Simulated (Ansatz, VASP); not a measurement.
# Two plane-wave programs on BaIr3

INCAR

```
PREC = Accurate
ENCUT = 500
EDIFF = 1E-6
ISMEAR = 0
SIGMA = 0.05
LREAL = F
LASPH = T
NELM = 120
ALGO = Normal
ISIF = 2
LWAVE = F
LCHARG = T
GGA = PE
LELF = T
LVHAR = T
NBANDS = 38
GGA_COMPAT = F
```

Contents of KPOINTS:

```
Automatic mesh
0
Gamma
  8 8 8
```

The input POSCAR:

```
BaIr3
1.0
    4.1927696492      0.0000000000      0.0000000000
    0.0000000000      4.1927696492      0.0000000000
    0.0000000000      0.0000000000      4.1927696492
Ba Ir
1 3
Direct
    0.0000000000      0.0000000000      0.0000000000
    0.0000000000      0.5000000000      0.5000000000
    0.5000000000      0.5000000000      0.0000000000
    0.5000000000      0.0000000000      0.5000000000
```

Input for Ansatz:

```yaml
crystal:
  lattice:
    - [4.1927696492, 0.0, 0.0]
    - [0.0, 4.1927696492, 0.0]
    - [0.0, 0.0, 4.1927696492]
  atoms:
    - { symbol: Ba, position: [0.0, 0.0, 0.0] }
    - { symbol: Ir, position: [0.0, 0.5, 0.5] }
    - { symbol: Ir, position: [0.5, 0.5, 0.0] }
    - { symbol: Ir, position: [0.5, 0.0, 0.5] }
basis:
  ecutwfc: 420
  ecutrho_ratio: 4
kpoints:
  mp_grid: { grid: [8, 8, 8] }
hamiltonian:
  xc: pbe
scf:
  occupations: { method: gaussian, width: 0.05 }
output:
  forces: true
  stress: true
  eigenvalues: true
```

Alike in both runs: task single point; functional PBE; k mesh 8 × 8 × 8; occupations gaussian, width 0.05 eV; no spin polarisation.

```csv
,VASP,Ansatz
version,VASP 6.6.1,Ansatz 0.2.0
potentials or method,"VASP PAW PBE potentials, release 64 (Ba_sv, Ir_sv_GW), cutoff 500 eV","scalar-relativistic, plane waves, PAW"
valence electrons in the cell,61,61
```

Ansatz gave:

* gap on the k mesh at the Fermi level (eV): none
* pressure (GPa): 2.8

Question: Estimate VASP's values.

Answer: gap on the k mesh at the Fermi level (eV): none; pressure (GPa): 5.0.

A gap of «none» marks a metal or a gap that the smearing closes.

Neither program's run includes spin-orbit coupling.
